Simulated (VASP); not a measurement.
# InAs: single point with PBEsol

Crystal: InAs.

```xyz
2
Lattice="0.0000 3.4910 2.2691 3.4910 0.0000 2.2691 3.4910 3.4910 0.0000" Properties=species:S:1:pos:R:3 pbc="T T T"
In    0.0000    0.0000    0.0000
As    5.2364    5.2364    3.4037
```

This cell differs from its parent crystal: ratio of the length along z to the lengths across it x 0.65, volume and fractional coordinates fixed.

```
Program             : VASP 6.6.1
Task                : single point
Functional          : PBEsol
Potentials or basis : VASP PAW PBE potentials, release 64 (In_d, As)
Cutoff              : 520 eV
k mesh              : 16 × 16 × 16
Occupations         : gaussian, width 0.15 eV
Spin                : no spin polarisation
```

- Pressure: -2.7 GPa
- Band gap on the k mesh: zero (band 9 reaches 4.86 eV, above the bottom of band 10 at 3.89 eV)

Stress tensor (GPa, compression positive):
```
-4.60  0.00  0.00
 0.00 -4.60  0.00
 0.00  0.00  1.18
```

Levels at points of the mesh, in eV from the Fermi level:
| k point | band 7 | band 8 | band 9 | band 10 | band 11 | band 12 |
| --- | --- | --- | --- | --- | --- | --- |
| (0.00, 0.00, 0.00) | -1.09 | -0.64 | -0.64 | 0.66 | 4.32 | 5.09 |
| (0.50, 0.00, 0.00) | -5.55 | -1.88 | -0.65 | -0.16 | 3.43 | 5.21 |
| (0.50, 0.50, 0.00) | -4.24 | -3.52 | -3.52 | -0.08 | 1.21 | 8.98 |
| (0.50, 0.00, 0.50) | -6.42 | -1.08 | -0.91 | 2.24 | 3.54 | 6.04 |

Run time: 94 s on 1 thread of Intel(R) Xeon(R) 6975P-C (Granite Rapids), with other jobs on the host, peak memory 0.45 GiB.

Caveat: the PAW data sets were made with another functional, which shifts forces and pressure a little; spin-orbit coupling is left out, which moves the levels of the heavy elements.
